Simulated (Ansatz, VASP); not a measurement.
NiO: VASP beside Ansatz

```
Ni O
1.0
     0.00000    2.09972    2.09972
     2.09972    0.00000    2.09972
     2.09972    2.09972    0.00000
Ni O
1 1
Direct
  0.00000 0.00000 0.00000
  0.50000 0.50000 0.50000
```

Change from the starting cell: volume scaled by 1.02.

Alike in both runs: task single point; functional LDA; k mesh 11 × 11 × 11; occupations fermi-dirac, width 0.05 eV; collinear spin.

|  | VASP | Ansatz |
| --- | --- | --- |
| version | VASP 6.6.1 | Ansatz 0.2.0 |
| potentials or method | VASP PAW LDA potentials, release 64 (Ni, O), cutoff 520 eV | all-electron LAPW, scalar-relativistic |

|  | VASP | Ansatz | Ansatz less VASP |
| --- | --- | --- | --- |
| gap on the k mesh at the Fermi level (eV) | none | none | - |
| pressure (GPa) | -22.8 | -22.9 | -0.13 |
| net moment per atom (μB) | 0.11 | 0.15 | +0.037 |
| size of the moment on the site where the two differ most (μB) | 0.20 | 0.26 | +0.066 |

LDA's correlation is that of Perdew and Zunger in VASP and of Perdew and Wang (1992) in Ansatz. Site moments also hang on the region over which each program counts them. A gap of «none» marks a metal or a gap that the smearing closes. Ansatz ran all-electron here, and VASP with PAW potentials.
